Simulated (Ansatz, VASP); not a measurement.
## Ni2Ir: VASP beside Ansatz

Contents of INCAR:

```
PREC     = Accurate       # precision mode
ENCUT    = 600            # plane-wave cutoff, eV
EDIFF    = 1E-6           # SCF threshold, eV
ISMEAR   = 0              # smearing method
SIGMA    = 0.1            # smearing width, eV
LREAL    = F              # projectors in reciprocal space
LASPH    = T              # aspherical terms in the spheres
NELM     = 80             # most SCF steps
ALGO     = Fast           # electronic algorithm
ISIF     = 3              # what is computed and relaxed
LWAVE    = F              # write WAVECAR
LCHARG   = F              # write CHGCAR
GGA      = PE             # functional
IBRION   = 2              # ionic algorithm
NSW      = 100            # ionic steps
EDIFFG   = -0.01          # ionic threshold
```

KPOINTS

```
Automatic mesh
0
Gamma
  14 14 14
```

The input POSCAR:

```
Ni2Ir
1.0
    0.0000000000      2.8158584933      2.8158584933
    2.8158584933      0.0000000000      2.8158584933
    2.8158584933      2.8158584933      0.0000000000
Ni Ir
2 1
Direct
    0.2500000000      0.2500000000      0.2500000000
    0.7500000000      0.7500000000      0.7500000000
    0.0000000000      0.0000000000      0.0000000000
```

Input for Ansatz:

```yaml
crystal:
  lattice:
    - [0.0, 2.8158584933, 2.8158584933]
    - [2.8158584933, 0.0, 2.8158584933]
    - [2.8158584933, 2.8158584933, 0.0]
  atoms:
    - { symbol: Ni, position: [0.25, 0.25, 0.25] }
    - { symbol: Ni, position: [0.75, 0.75, 0.75] }
    - { symbol: Ir, position: [0.0, 0.0, 0.0] }
basis:
  ecutwfc: 420
kpoints:
  mp_grid: { grid: [14, 14, 14] }
hamiltonian:
  xc: pbe
scf:
  occupations: { method: gaussian, width: 0.1 }
output:
  forces: true
  stress: true
  eigenvalues: true
relax:
  adjacent_minimum: "off"
  f_tol: 0.01
  max_steps: 80
  cell: { stress_tol: 0.05 }
```

Alike in both runs: task relaxation of cell and atoms; functional PBE; k mesh 14 × 14 × 14; occupations gaussian, width 0.1 eV; no spin polarisation.

|  | VASP | Ansatz |
| --- | --- | --- |
| version | VASP 6.6.1 | Ansatz 0.2.0 |
| potentials or method | VASP PAW PBE potentials, release 64 (Ni, Ir), cutoff 600 eV | scalar-relativistic, plane waves, PAW |
| valence electrons in the cell | 29 | 53 |

|  | VASP | Ansatz | Ansatz less VASP |
| --- | --- | --- | --- |
| gap on the k mesh at the Fermi level, each at its own relaxed structure (eV) | none | none | - |
| relaxed volume (Å³/atom) | 14.91 | 14.90 | -0.012 |
| relaxed cell length with the largest relative difference (Å) | 3.984 | 3.983 | -0.0011 |

A gap of «none» marks a metal or a gap that the smearing closes. VASP's potentials hold 29 valence electrons a cell and Ansatz's 53, so a difference there can come from the potentials and not from the codes.

Neither program's run includes spin-orbit coupling.
